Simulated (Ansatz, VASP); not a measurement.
SiO2 in VASP and in Ansatz

File INCAR:

```
SYSTEM = SiO2
ALGO = Normal
EDIFF = 1E-6
ENCUT = 520
GGA = PE
ISIF = 2
ISMEAR = 0
LASPH = .True.
LCHARG = .False.
LREAL = .False.
LWAVE = .False.
NBANDS = 15
NELM = 100
PREC = Accurate
SIGMA = 0.02
```

KPOINTS

```
k-points
0
Gamma
  12 12 12
  0 0 0
```

POSCAR

```
SiO2
1.0
    1.5536590727      0.8970054839      4.6122788707
   -1.5536590727      0.8970054839      4.6122788707
    0.0000000000     -1.7940109678      4.6122788707
Si O
1 2
Direct
    0.5000000000      0.5000000000      0.5000000000
    0.2371700000      0.2371700000      0.2371700000
    0.7628300000      0.7628300000      0.7628300000
```

Input for Ansatz:

```yaml
crystal:
  lattice:
    - [1.5536590727, 0.8970054839, 4.6122788707]
    - [-1.5536590727, 0.8970054839, 4.6122788707]
    - [0.0, -1.7940109678, 4.6122788707]
  atoms:
    - { symbol: Si, position: [0.5, 0.5, 0.5] }
    - { symbol: O, position: [0.23717, 0.23717, 0.23717] }
    - { symbol: O, position: [0.76283, 0.76283, 0.76283] }
basis:
  ecutwfc: 420
kpoints:
  mp_grid: { grid: [12, 12, 12] }
hamiltonian:
  xc: pbe
scf:
  occupations: { method: gaussian, width: 0.02 }
output:
  forces: true
  stress: true
  eigenvalues: true
```

Alike in both runs: task single point; functional PBE; k mesh 12 × 12 × 12; occupations gaussian, width 0.02 eV; no spin polarisation.

```csv
,VASP,Ansatz
version,VASP 6.6.1,Ansatz 0.2.0
potentials or method,"VASP PAW PBE potentials, release 64 (Si, O), cutoff 520 eV","scalar-relativistic, plane waves, PAW"
valence electrons in the cell,16,16
```

VASP gave:

- gap on the k mesh at the Fermi level (eV): 1.51
- least direct gap on the mesh (eV): 1.53
- pressure (GPa): -39.2
- traceless stress, the component that is largest in VASP (GPa): 20.88
- rms of the force components (eV/Å): 1.134

Question: What did Ansatz give for the same quantities?

Answer: gap on the k mesh at the Fermi level (eV): 1.54; least direct gap on the mesh (eV): 1.56; pressure (GPa): -39.4; traceless stress, the component that is largest in VASP (GPa): 21.20; rms of the force components (eV/Å): 1.141.

Atom by atom the forces differ by 0.007 eV/Å (rms over components). Both programs put the cell under strong tension, so it lies far from rest at this level. With one functional, cell and mesh, what is left measures potentials, basis and numerics.

Noted on VASP's run: the cell as given lies far from equilibrium.
